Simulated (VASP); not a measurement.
# Si3Ni7 in VASP: notebook, part 2 of 2

VASP 6.6.1. The steps go on from the part before.

## 3. Single point, PBE

The input, INCAR:

```
SYSTEM = Si3Ni7
ALGO     = Normal         ! electronic algorithm
EDIFF    = 1E-7           ! SCF threshold, eV
ENCUT    = 520            ! plane-wave cutoff, eV
GGA      = PE             ! functional
ISIF     = 2              ! what is computed and relaxed
ISMEAR   = -1             ! smearing method
ISYM     = 0            
LASPH    = .TRUE.         ! aspherical terms in the spheres
LCHARG   = .FALSE.        ! write CHGCAR
LREAL    = Auto         
LWAVE    = .FALSE.        ! write WAVECAR
NBANDS   = 98             ! bands
NELM     = 80             ! most SCF steps
PREC     = Accurate       ! precision mode
SIGMA    = 0.05           ! smearing width, eV
```

The input, KPOINTS:

```
Automatic mesh
0
Gamma
  1 1 1
  0.25 0.25 0.25
```

The input, POSCAR:

```
Si3Ni7
1.0
    6.3191000000      0.0520890000     -0.0979460000
    0.0520890000      6.2804780000      0.1071670000
   -0.0979460000      0.1071670000      6.3162060000
Ni Si
14 6
Direct
    0.2200426579      0.1580704206      0.7233607272
    0.4391585908      0.6176306862      0.3515796033
    0.6156371532      0.3668154121      0.7050393368
    0.3785362555      0.1913084903      0.3629910353
    0.1194101630      0.4553209647      0.4721578691
    0.2337275814      0.3905755532      0.0652364523
    0.8240364039      0.6942221583      0.5418064838
    0.9526573779      0.6837478165      0.1134296091
    0.6785609984      0.9567874716      0.2446440620
    0.8558720917      0.1066630298      0.5588722868
    0.1410285918      0.8561803705      0.4400419975
    0.2665309493      0.9181470317      0.0478639515
    0.3213683437      0.6587400160      0.7575379195
    0.7380981300      0.3653230332      0.2963592679
    0.5101243376      0.9019213859      0.5630437686
    0.9637641665      0.3969229195      0.8024468813
    0.0195150708      0.1374570483      0.2483274870
    0.5838540370      0.6500295309      0.0125827835
    0.5434801607      0.1934196961      0.0058554929
    0.0223691954      0.8551170208      0.7840582855
```

Potentials or basis: VASP PAW PBE potentials, release 64 (Ni, Si).

Run with:

```sh
$ cat potpaw_PBE.64/Ni/POTCAR potpaw_PBE.64/Si/POTCAR > POTCAR
$ mpirun -np 1 vasp_std > vasp.out
```

OUTCAR:

```text
SYSTEM = Si3Ni7
   EDIFF = 1E-7
   ENCUT = 520
   GGA = PE
   ISIF = 2
   ISMEAR = -1
   ISYM = 0
   LASPH = .TRUE.
   LREAL = Auto
   NELM = 80
   PREC = Accurate

 ion  position               nearest neighbor table
   1  0.220  0.158  0.723-  16 2.27  20 2.32   5 2.47  12 2.51   4 2.52  10 2.53   6 2.65  15 2.67
                            19 2.69  11 2.69   3 2.85
   2  0.439  0.618  0.352-  15 2.31  18 2.36   5 2.41  11 2.48  14 2.49   6 2.66   4 2.71   9 2.71
[... 305 lines left out ...]
  Total      -10.0058587    -13.1536894    -10.8967395     -4.6976032     -4.7682433     -0.2038009
  in kB      -63.9915339    -84.1231911    -69.6890789    -30.0430822    -30.4948543     -1.3033893
  external PRESSURE =     -72.6012680 kB  Pullay stress =       0.0000000 kB

 VOLUME and BASIS-vectors are now :
 -----------------------------------------------------------------------------
  energy-cutoff  :      520.00
  volume of cell :      250.52
      direct lattice vectors                 reciprocal lattice vectors
     6.319100000  0.052089000 -0.097946000     0.158299960 -0.001355187  0.002477766
     0.052089000  6.280478000  0.107167000    -0.001355187  0.159281262 -0.002723538
    -0.097946000  0.107167000  6.316206000     0.002477766 -0.002723538  0.158407525

 POSITION                                       TOTAL-FORCE (eV/Angst)
 -----------------------------------------------------------------------------------
      1.32785      1.08174      4.56428         1.325134     -0.118867      0.534655
      2.77282      3.93957      2.24383         0.092121     -0.348441     -0.132258
      3.84032      2.41140      4.43218        -0.557345      0.447642     -0.363834
      2.36642      1.26013      2.27615         0.669709     -0.023548      0.423653
      0.73204      2.91645      3.01935        -0.357136     -0.170867     -0.659952
      1.49090      2.47217      0.43101        -0.552576      0.194124     -0.345711
[... 12 lines left out ...]
      3.44381      1.24370      0.00448        -0.606797     -0.073821      0.072976
      0.10910      5.45573      5.04172        -0.702807      0.328843      0.926502
 -----------------------------------------------------------------------------------
    total drift:                                0.006884      0.004770      0.000251

  FREE ENERGIE OF THE ION-ELECTRON SYSTEM (eV)
  ---------------------------------------------------
  free  energy   TOTEN  =      -114.2924061214 eV

  energy  without entropy=     -114.1952342782  energy(sigma->0) =     -114.24382020
```

OSZICAR:

```text
N       E                     dE             d eps       ncg     rms          rms(c)
DAV:   1     0.131863142742E+04    0.13186E+04   -0.69507E+04   196   0.212E+03
DAV:   2     0.228398698911E+02   -0.12958E+04   -0.12555E+04   196   0.460E+02
DAV:   3    -0.123191031074E+03   -0.14603E+03   -0.13228E+03   198   0.182E+02
[... 20 lines left out ...]
DAV:  24    -0.114292406740E+03    0.13018E-04   -0.39179E-05   216   0.112E-01    0.117E-02
DAV:  25    -0.114292406768E+03   -0.28549E-07   -0.86634E-06   248   0.298E-02    0.921E-03
DAV:  26    -0.114292405922E+03    0.84614E-06   -0.41014E-06   232   0.217E-02    0.469E-03
DAV:  27    -0.114292406138E+03   -0.21627E-06   -0.13553E-06   232   0.219E-02    0.574E-03
DAV:  28    -0.114292406121E+03    0.17111E-07   -0.64945E-07   214   0.164E-02
   1 F= -.11429241E+03 E0= -.11424382E+03  d E =-.971718E-01
```

stdout:

```text
POSCAR found type information on POSCAR NiSi
 POSCAR found :  2 types and      20 ions
 scaLAPACK will be used
 LDA part: xc-table for (Slater+PW92), standard interpolation
 POSCAR, INCAR and KPOINTS ok, starting setup
 FFT: planning ... GRIDC
 FFT: planning ... GRID_SOFT
 FFT: planning ... GRID
 WAVECAR not read
 entering main loop
```

It took 1.8 min on 1 thread of Intel Xeon Platinum 8488C (Sapphire Rapids), shared host; peak memory 0.32 GiB.

Results:

```
Free energy            : -114.2924 eV
Pressure               : -7.3 GPa
Largest force          : 1.465 eV/Å
Band gap on the k mesh : 0.21 eV
```

Forces on the atoms (eV/Å):
```
Ni   1.325 -0.119  0.535
Ni   0.092 -0.348 -0.132
Ni  -0.557  0.448 -0.364
Ni   0.670 -0.024  0.424
Ni  -0.357 -0.171 -0.660
Ni  -0.553  0.194 -0.346
Ni  -1.071 -0.638 -0.200
Ni  -0.458 -0.145 -0.170
Ni   0.197 -0.775 -0.811
Ni  -0.307 -0.439  1.363
Ni   0.949 -0.139 -0.381
Ni   0.487  0.234  0.704
Ni   0.653 -0.478 -0.351
Ni  -0.389  0.662 -0.671
Si   0.193  0.327  0.270
Si  -0.193  0.529  0.007
Si   0.312  0.583 -0.758
Si   0.318  0.044  0.542
Si  -0.607 -0.074  0.073
Si  -0.703  0.329  0.927
```

Levels at points of the mesh, in eV from the valence-band top:
```
           k point  band 80  band 81  band 82  band 83  band 84  band 85
(0.25, 0.25, 0.25)    -0.14    -0.08     0.00     0.21     0.31     0.36
```

Caveat: the k points lie up to 1.00 Å⁻¹ apart. Spin polarisation is off, so any magnetic state and its effect on volume and gap are missing.

## 4. Single point, PBE

The input, INCAR:

```
ALGO = Normal ; EDIFF = 1E-7
ENCUT = 520 ; GGA = PE
ISIF = 2 ; ISMEAR = -1
ISYM = 0 ; LASPH = True
LCHARG = False ; LREAL = Auto
LWAVE = False ; NBANDS = 98
NELM = 100 ; PREC = Accurate
SIGMA = 0.05
```

KPOINTS is that of step 3.

The input, POSCAR:

```
Si3Ni7
1.0
    6.3191000000      0.0520890000     -0.0979460000
    0.0520890000      6.2804780000      0.1071670000
   -0.0979460000      0.1071670000      6.3162060000
Ni Si
14 6
Direct
    0.2526175578      0.1405193287      0.7196324573
    0.4224620359      0.5993273768      0.3569846122
    0.5962430088      0.3887926252      0.7091153896
    0.4078328603      0.1927404261      0.3715545668
    0.1001409952      0.4424397925      0.4664530360
    0.2286566583      0.3870962809      0.0634507579
    0.8110428189      0.6791643711      0.5307482675
    0.9550463083      0.6919739903      0.1060416948
    0.6735484327      0.9226404991      0.2086386607
    0.8389910537      0.1013527379      0.5724351215
    0.1492817218      0.8509954241      0.4268947088
    0.2894030988      0.9392822654      0.0687868340
    0.3205802849      0.6724491437      0.7502611851
    0.7444616823      0.3770792342      0.2920945887
    0.5263011212      0.9193979530      0.5814932206
    0.9640864674      0.4484466601      0.8253316516
    0.0252952576      0.1445976443      0.2471383095
    0.5668230547      0.6420552153      0.0258670980
    0.5438770649      0.2141640093      0.0155611246
    0.0084720731      0.8752644813      0.8068377341
```

Run with:

```sh
$ cat potpaw_PBE.64/Ni/POTCAR potpaw_PBE.64/Si/POTCAR > POTCAR
$ mpirun -np 1 vasp_std > vasp.out
```

Run time: 2.3 min. Hardware: 1 thread of Intel Xeon Platinum 8488C (Sapphire Rapids), shared host; peak memory 0.32 GiB.

The run converged. Its results:

| Quantity | Value |
| --- | --- |
| Free energy | -114.5186 eV |
| Pressure | -8.9 GPa |
| Largest force | 1.363 eV/Å |
| Band gap on the k mesh | 0.18 eV |

Forces in eV/Å, atoms in the order of the input:
```
Ni   0.199  0.239  0.575
Ni   0.520  0.293  0.139
Ni   0.347 -0.011 -0.163
Ni  -0.170  0.301 -0.252
Ni   0.183 -0.277  0.062
Ni  -0.209  0.322  0.173
Ni  -0.017  0.658  0.088
Ni   0.140 -0.500  0.414
Ni   0.026  0.799  0.840
Ni   0.351 -0.061  0.109
Ni  -0.187  0.218  0.699
Ni  -0.302 -0.246 -0.203
Ni  -0.192 -0.011  0.179
Ni  -0.261 -0.014 -0.399
Si  -0.118 -0.592 -0.343
Si  -0.565 -0.358 -1.188
Si  -0.092  0.007  0.141
Si   0.115 -0.356 -0.280
Si   0.112 -0.655  0.022
Si   0.119  0.244 -0.615
```

Stress tensor (GPa, compression positive):
```
-8.40 -2.03 -0.45
-2.03 -9.27 -3.41
-0.45 -3.41 -8.89
```

Levels at points of the mesh, in eV from the valence-band top:
| k point | band 79 | band 80 | band 81 | band 82 | band 83 | band 84 | band 85 | band 86 |
| --- | --- | --- | --- | --- | --- | --- | --- | --- |
| (0.25, 0.25, 0.25) | -0.27 | -0.17 | -0.11 | 0.00 | 0.18 | 0.34 | 0.39 | 0.70 |

Caveat: the k points lie up to 1.00 Å⁻¹ apart. Spin polarisation is off, so any magnetic state and its effect on volume and gap are missing.
